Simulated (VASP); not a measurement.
Set up this calculation in VASP 6.6.1, as the native input.

* Task: single point
* Functional: PBEsol
* Potentials or basis: VASP PAW PBE potentials, release 64 (Pt)
* Cutoff: 520 eV
* k mesh: 4 × 4 × 8
* Occupations: fermi-dirac, width 0.08 eV
* Spin: no spin polarisation
* Dipole correction: no
* Further INCAR settings: ALGO = Normal; EDIFF = 1e-06; NBANDS = 28

The structure of Pt lies in POSCAR:

```
Pt
1.0
    0.0000000000      3.9218000000      3.9218000000
    3.9218000000      0.0000000000      3.9218000000
    1.9609000000      1.9609000000      0.0000000000
Pt
4
Direct
   -0.0007449385      0.0036991942     -0.0028943342
    0.0011206589      0.5014460197     -0.0127339487
    0.4965902137     -0.0029707022      0.0092546790
    0.5030339385      0.4978256158      0.0063733490
```

These files were run (other wordings do the same):

INCAR

```
PREC = Accurate ; ENCUT = 520
EDIFF = 1E-6 ; ISMEAR = -1
SIGMA = 0.08 ; LREAL = F
LASPH = T ; NELM = 100
ALGO = Normal ; ISIF = 2
LWAVE = F ; LCHARG = T
GGA = PS ; LELF = T
LVHAR = T ; NBANDS = 28
```

KPOINTS

```
Automatic mesh
0
Gamma
  4 4 8
```

Potentials or basis: VASP PAW PBE potentials, release 64 (Pt).

Command:

```bash
$ cat potpaw_PBE.64/Pt/POTCAR > POTCAR
$ mpirun -np 1 vasp_std > vasp.out
```

It gave:

| Quantity | Value |
| --- | --- |
| Pressure | -1.4 GPa |
| Largest force | 0.318 eV/Å |
| Band gap on the k mesh | zero (band 20 reaches 11.56 eV, above the bottom of band 21 at 10.18 eV) |

Caveat: the PAW data sets were made with another functional, which shifts forces and pressure a little; spin-orbit coupling is left out, which moves the levels of the heavy elements.

Wall time 2.2 min on 1 thread of Intel(R) Xeon(R) 6975P-C (Granite Rapids), on a shared host, peak memory 0.24 GiB.
